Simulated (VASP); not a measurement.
Write the native input for VASP 6.6.1 that does the following.

| Property | Result |
| --- | --- |
| Task | single point |
| Functional | PBE |
| Potentials or basis | VASP PAW PBE potentials, release 64 (Al, Ni) |
| Cutoff | 520 eV |
| k mesh | 16 × 16 × 14 |
| Occupations | fermi-dirac, width 0.15 eV |
| Spin | no spin polarisation |
| Dipole correction | no |
| Further INCAR settings | ALGO = Fast; EDIFF = 1e-06; NBANDS = 14 |

The structure of AlNi lies in POSCAR:

```
AlNi
1.0
    2.0596383727     -2.0596383727      0.0000000000
    2.0596383727      2.0596383727      0.0000000000
    0.0000000000      0.0000000000      2.9145921608
Al Ni
1 1
Direct
    0.0000000000      0.0000000000      0.0000000000
    0.5000000000      0.5000000000      0.5000000000
```

One way to write it, as run:

INCAR

```
SYSTEM = AlNi
PREC = Accurate
ENCUT = 520
EDIFF = 1E-6
ISMEAR = -1
SIGMA = 0.15
LREAL = .FALSE.
LASPH = .TRUE.
NELM = 60
ALGO = Fast
ISIF = 2
LWAVE = .FALSE.
LCHARG = .TRUE.
GGA = PE
LELF = .TRUE.
LVHAR = .TRUE.
NBANDS = 14
```

KPOINTS

```
regular mesh
0
G
  16 16 14
  0 0 0
```

Potentials or basis: VASP PAW PBE potentials, release 64 (Al, Ni).

Command:

```console
$ cat potpaw_PBE.64/Al/POTCAR potpaw_PBE.64/Ni/POTCAR > POTCAR
$ mpirun -np 1 vasp_std > vasp.out
```

It gave:

* Pressure: -3.2 GPa
* Band gap on the k mesh: zero (an odd number of electrons rules out a gap without spin polarisation)

Caveat: the cell stands under tension.

Wall time 82 s on 1 thread of Intel Xeon 8259CL, with other jobs on the host, peak memory 0.25 GiB.
